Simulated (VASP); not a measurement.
# Pm (Pm-3m) in VASP: single point with PBEsol

Aim: the single point of Pm with PBEsol.

All numbers are computed with VASP 6.6.1; they aren't measurements. Logs are shortened: lines on timing, memory, paths and dates and some standing lists are left out, and cuts for length are marked.

### Step 1. The cell of the first run

It takes space group Pm-3m (No. 221, cubic). The conventional cell has a = 2.537 Å, b = 2.537 Å, c = 2.537 Å, α = 90.00°, β = 90.00°, γ = 90.00°. Pm (site symmetry m-3m) has 6 Pm at 2.54 Å within 3.3 Å.

### Step 2. Single point, PBEsol

Contents of INCAR:

```
  PREC = Accurate
  ENCUT = 520
  EDIFF = 1E-6
  ISMEAR = -1
  SIGMA = 0.13605693000000002
  LREAL = False
  LASPH = True
  NELM = 60
  ALGO = Normal
  ISIF = 2
  LWAVE = False
  LCHARG = False
  GGA = PS
  NBANDS = 14
```

Contents of KPOINTS:

```
regular mesh
0
Gamma
  13 13 13
```

Contents of POSCAR:

```
Pm
1.0
    2.5369964704      0.0000000000      0.0000000000
    0.0000000000      2.5369964704      0.0000000000
    0.0000000000      0.0000000000      2.5369964704
Pm
1
Direct
    0.0000000000      0.0000000000      0.0000000000
```

Potentials or basis: VASP PAW PBE potentials, release 64 (Pm).

Started as:

```
$ cat potpaw_PBE.64/Pm/POTCAR > POTCAR
$ mpirun -np 1 vasp_std > vasp.out
```

OUTCAR:

```text
PREC = Accurate
   ENCUT = 520
   EDIFF = 1E-6
   ISMEAR = -1
   LREAL = False
   LASPH = True
   NELM = 60
   ISIF = 2
   GGA = PS

 ion  position               nearest neighbor table
   1  0.000  0.000  0.000-

  LATTYP: Found a simple cubic cell.
 ALAT       =     2.5369964704

  Lattice vectors:

 A1 = (   2.5369964704,   0.0000000000,   0.0000000000)
 A2 = (   0.0000000000,   2.5369964704,   0.0000000000)
 A3 = (   0.0000000000,   0.0000000000,   2.5369964704)

Analysis of symmetry for initial positions (statically):
=====================================================================
 Subroutine PRICEL returns:
 Original cell was already a primitive cell.

 Routine SETGRP: Setting up the symmetry group for a
 simple cubic supercell.

 Subroutine GETGRP returns: Found 48 space group operations
 (whereof 48 operations were pure point group operations)
 out of a pool of 48 trial point group operations.

The static configuration has the point symmetry O_h .

Analysis of symmetry for dynamics (positions and initial velocities):
=====================================================================
 Subroutine PRICEL returns:
 Original cell was already a primitive cell.

 Routine SETGRP: Setting up the symmetry group for a
 simple cubic supercell.

 Subroutine GETGRP returns: Found 48 space group operations
 (whereof 48 operations were pure point group operations)
 out of a pool of 48 trial point group operations.

The dynamic configuration has the point symmetry O_h .

 Subroutine INISYM returns: Found 48 space group operations
 (whereof 48 operations are pure point group operations),
 and found     1 'primitive' translations

----------------------------------------------------------------------------------------

                                     Primitive cell

  volume of cell :      16.3290

  direct lattice vectors                    reciprocal lattice vectors
     2.536996470  0.000000000  0.000000000     0.394166887  0.000000000  0.000000000
     0.000000000  2.536996470  0.000000000     0.000000000  0.394166887  0.000000000
     0.000000000  0.000000000  2.536996470     0.000000000  0.000000000  0.394166887

  length of vectors
     2.536996470  2.536996470  2.536996470     0.394166887  0.394166887  0.394166887

[... 77 lines left out ...]
   NELM   =     60;   NELMIN=  2; NELMDL= -5     # of ELM steps
   EDIFF  = 0.1E-05   stopping-criterion for ELM
   LREAL  =      F    real-space projection
   EDIFFG = 0.1E-04   stopping-criterion for IOM
   NSW    =      0    number of steps for IOM
   IBRION =     -1    ionic relax: 0-MD 1-quasi-New 2-CG
   NFREE  =      0    steps in history (QN), initial steepest desc. (CG)
   ISIF   =      2    stress and relaxation
   ISYM   =      2    0-nonsym 1-usesym 2-fastsym
   POTIM  = 0.5000    time-step for ionic-motion
   TEBEG  =    0.0;   TEEND  =   0.0 temperature during run
   PSTRESS=    0.0 pullay stress
   NELECT =      15.0000    total number of electrons
   NUPDOWN=      -1.0000    fix difference up-down
   EMIN   =  10.00;   EMAX   =-10.00  energy-range for DOS
   EFERMI =   0.00;   METHOD = LEGACY
   ISMEAR =    -1;   SIGMA  =   0.14  broadening in eV -4-tet -1-fermi 0-gaus
   EFERMI_NEDOS =   21; number of points for ismear=-14 and -15
   IALGO  =     38    algorithm
   IMIX   =      4    mixing-type and parameters
     AMIX     =   0.40;   BMIX     =  1.00
     AMIX_MAG =   1.60;   BMIX_MAG =  1.00
  volume/ion in A,a.u.               =      16.33       110.19
  Fermi-wavevector in a.u.,A,eV,Ry     =   1.591422  3.007352 34.458446  2.532624
  Thomas-Fermi vector in A             =   2.689965
   LORBIT       =      0    0 simple, 1 ext, 2 COOP (PROOUT), +10 PAW based schemes
   GGA     = PS    functional components
   LHFCALC =     F    Hartree Fock is set to
   AEXX    =    0.0000 exact exchange contribution
   IVDW    =     0    specifies the selected vdW correction
   LEPSILON=     F    determine dielectric tensor
   LRPA    =     F    only Hartree local field effects (RPA)
 non-spin polarized calculation
  energy-cutoff  :      520.00
  volume of cell :       16.33
 maximum number of plane-waves:       461
 NGX is ok and might be reduce to    20
   NGX =  9   NGY =  9   NGZ =  9

 number of electron      15.0000004 magnetization

 Free energy of the ion-electron system (eV)
  ---------------------------------------------------
  ext. energy  EPLUGINS =         0.00000000
  ---------------------------------------------------
  free energy    TOTEN  =        -6.33469488 eV

  energy without entropy =       -6.01597069  energy(sigma->0) =       -6.17533279

 E-fermi :  13.2014     XC(G=0): -13.8708

 val. band max:       13.2009158839   @ k =   0.4615   0.4615   0.1538
 cond. band min:      13.2053819697   @ k =   0.0769   0.0769   0.0769
 fundamental gap:      0.0044660858
 Fermi energy:        13.2013773366

 k-point     1 :       0.0000    0.0000    0.0000
  band No.  band energies     occupation
      1     -26.8727      2.00000
      2      -2.7353      2.00000
      3      -2.7353      2.00000
      4      -2.7353      2.00000
      5      10.9018      2.00000
      6      10.9018      2.00000
      7      11.4595      1.99999
      8      13.1499      1.18710
      9      13.1499      1.18710
     10      13.1499      1.18710
     11      13.9363      0.00898
     12      13.9363      0.00898
     13      13.9363      0.00898
     14      14.0080      0.00531
[... 377 lines left out ...]
      1     -24.7654      2.00000
      2      -8.4373      2.00000
      3      -6.9883      2.00000
      4      -1.2337      2.00000
      5       9.6498      2.00000
      6      12.2255      1.99847
      7      12.5753      1.98013
      8      13.4980      0.20312
      9      13.6219      0.08700
     10      13.8932      0.01230
     11      14.2671      0.00079
     12      14.3603      0.00040
     13      15.2945      0.00000
     14      20.5391      0.00000

 [... further k-points ...]
[... 5 lines left out ...]
  --------------------------------------------------------------------------------------
  -------------------------------------------------------------------------------------
  Total        0.0936035      0.0936035      0.0936035      0.0000000     -0.0000000      0.0000000
  in kB        9.1842351      9.1842351      9.1842351      0.0000000     -0.0000000      0.0000000
  external PRESSURE =       9.1842351 kB  Pullay stress =       0.0000000 kB

 VOLUME and BASIS-vectors are now :
 -----------------------------------------------------------------------------
  energy-cutoff  :      520.00
  volume of cell :       16.33
      direct lattice vectors                 reciprocal lattice vectors
     2.536996470  0.000000000  0.000000000     0.394166887  0.000000000  0.000000000
     0.000000000  2.536996470  0.000000000     0.000000000  0.394166887  0.000000000
     0.000000000  0.000000000  2.536996470     0.000000000  0.000000000  0.394166887

 POSITION                                       TOTAL-FORCE (eV/Angst)
 -----------------------------------------------------------------------------------
      0.00000      0.00000      0.00000         0.000000      0.000000      0.000000
 -----------------------------------------------------------------------------------
    total drift:                               -0.000000      0.000000      0.000000

  FREE ENERGIE OF THE ION-ELECTRON SYSTEM (eV)
  ---------------------------------------------------
  free  energy   TOTEN  =        -6.3346948844 eV

  energy  without entropy=       -6.0159706950  energy(sigma->0) =       -6.17533279
```

Wall time 34 s (1 thread of Intel Xeon 8259CL, shared host); peak memory 0.15 GiB.

What came out:

| Item | Value |
| --- | --- |
| Free energy | -6.3347 eV |
| Pressure | 0.9 GPa |

Caveat: the PAW data sets were made with another functional, which shifts forces and pressure a little; spin-orbit coupling is left out, which moves the levels of the heavy elements.
